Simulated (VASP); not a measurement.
BiB: single point with r2SCAN

The system is BiB.

```xyz
2
Lattice="0.0000 2.6888 2.6888 2.6888 0.0000 2.6888 2.6888 2.6888 0.0000" Properties=species:S:1:pos:R:3 pbc="T T T"
B     0.0000    0.0000    0.0000
Bi    1.3444    1.3444    1.3444
```

This cell differs from its parent crystal: volume changed by -6%.

- Program: VASP 6.6.1
- Task: single point
- Functional: r2SCAN
- Potentials or basis: VASP PAW PBE potentials, release 64 (B, Bi_d)
- Cutoff: 520 eV
- k mesh: 6 × 6 × 6
- Occupations: gaussian, width 0.01 eV
- Spin: no spin polarisation
- Dipole correction: no
- Further INCAR settings: ALGO = Normal; EDIFF = 1e-07; NBANDS = 16

| Item | Value |
| --- | --- |
| Pressure | 5.5 GPa |
| Band gap on the k mesh | 0.77 eV, indirect (least direct gap 0.88 eV) |

Levels at points of the mesh, in eV from the valence-band top:
| k point | band 5 | band 6 | band 7 | band 8 | band 9 | band 10 | band 11 | band 12 | band 13 | band 14 |
| --- | --- | --- | --- | --- | --- | --- | --- | --- | --- | --- |
| (0.00, 0.00, 0.00) | -23.90 | -15.37 | 0.00 | 0.00 | 0.00 | 0.88 | 3.01 | 3.01 | 3.01 | 6.99 |
| (0.50, 0.00, 0.00) | -23.87 | -12.95 | -8.54 | -1.84 | -1.84 | 0.77 | 4.51 | 4.51 | 6.52 | 9.28 |
| (0.50, 0.50, 0.00) | -23.86 | -11.82 | -8.69 | -3.95 | -3.95 | 0.98 | 1.11 | 9.28 | 9.75 | 9.75 |

It took 2.2 min on 1 thread of AMD EPYC 7R13, with other jobs on the host, peak memory 0.14 GiB.

Caveat: the PAW data sets were made with another functional, which shifts forces and pressure a little; spin-orbit coupling is left out, which moves the levels of the heavy elements. A k mesh can miss the band edges.
